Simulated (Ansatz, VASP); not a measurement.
Two plane-wave programs on GaH

```xyz
12
Lattice="-3.0520 3.0520 3.0520 3.0520 -3.0520 3.0520 3.0520 3.0520 -3.0520" Properties=species:S:1:pos:R:3 pbc="T T T"
Ga    2.2890    0.0000    1.5260
Ga    1.5260    2.2890    0.0000
Ga    0.7630    0.0000    4.5780
Ga    4.5780    0.7630    0.0000
Ga    0.0000    1.5260    2.2890
Ga    0.0000    4.5780    0.7630
H     1.5260    0.7630    3.0520
H     2.2890    3.0520   -1.5260
H    -1.5260    2.2890    3.0520
H     0.7630    3.0520    1.5260
H     3.0520    1.5260    0.7630
H     3.0520   -1.5260    2.2890
```

Alike in both runs: task single point; functional PBE; k mesh 4 × 4 × 4; occupations gaussian, width 0.1 eV; no spin polarisation.

|  | VASP | Ansatz |
| --- | --- | --- |
| version | VASP 6.6.1 | Ansatz 0.2.0 |
| potentials or method | VASP PAW PBE potentials, release 64 (Ga_d, H), cutoff 520 eV | scalar-relativistic, plane waves, PAW |
| valence electrons in the cell | 84 | 84 |

```tsv
	VASP	Ansatz	Ansatz less VASP
gap on the k mesh at the Fermi level (eV)	none	none	-
pressure (GPa)	21.6	21.5	-0.09
```

A gap of «none» marks a metal or a gap that the smearing closes.

The k mesh is coarse, so the values compare programs but aren't converged.
